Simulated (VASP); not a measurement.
Write the native input for VASP 6.6.1 that does the following.

```yaml
Task: single point
Functional: PBE
Potentials_or_basis: VASP PAW PBE potentials, release 64 (Au)
Cutoff: 520 eV
k_mesh: 14 × 8 × 10
Occupations: gaussian, width 0.1 eV
Spin: no spin polarisation
Dipole_correction: no
Further_INCAR_settings: ALGO = Normal; EDIFF = 1e-06; NBANDS = 30
```

The structure of Au lies in POSCAR:

```
Au
1.0
    2.7794587049      0.0000000000      0.0000000000
    0.0000000000      4.9865392138      0.0000000000
    0.0000000000      0.0000000000      4.7453689023
Au
4
Direct
    0.0000000000      0.3370861691      0.7500000000
    0.5000000000      0.1629138309      0.2500000000
    0.5000000000      0.8370861691      0.7500000000
    0.0000000000      0.6629138309      0.2500000000
```

This cell differs from its parent crystal: equal strain along all axes, cell held: -3.0 %, then relaxed in part.

The input as run:

INCAR

```
SYSTEM = Au
PREC = Accurate
ENCUT = 520
EDIFF = 1E-6
ISMEAR = 0
SIGMA = 0.1
LREAL = .FALSE.
LASPH = .TRUE.
NELM = 100
ALGO = Normal
ISIF = 2
LWAVE = .FALSE.
LCHARG = .FALSE.
GGA = PE
NBANDS = 30
```

KPOINTS

```
Automatic mesh
0
G
  14 8 10
  0 0 0
```

Potentials or basis: VASP PAW PBE potentials, release 64 (Au).

Run with:

```bash
$ cat potpaw_PBE.64/Au/POTCAR > POTCAR
$ mpirun -np 1 vasp_std > vasp.out
```

It gave:

* Pressure: 16.0 GPa
* Largest force: 0.006 eV/Å
* Band gap on the k mesh: zero (band 22 reaches 12.60 eV, above the bottom of band 23 at 8.00 eV)

Caveat: the cell differs from its parent crystal (equal strain along all axes, cell held: -3.0 %, then relaxed in part); spin-orbit coupling is left out, which moves the levels of the heavy elements.

Wall time 7.7 min on 1 thread of AMD EPYC 7R43 64-Core Processor (Zen 3) (shared host), peak memory 0.4 GiB.
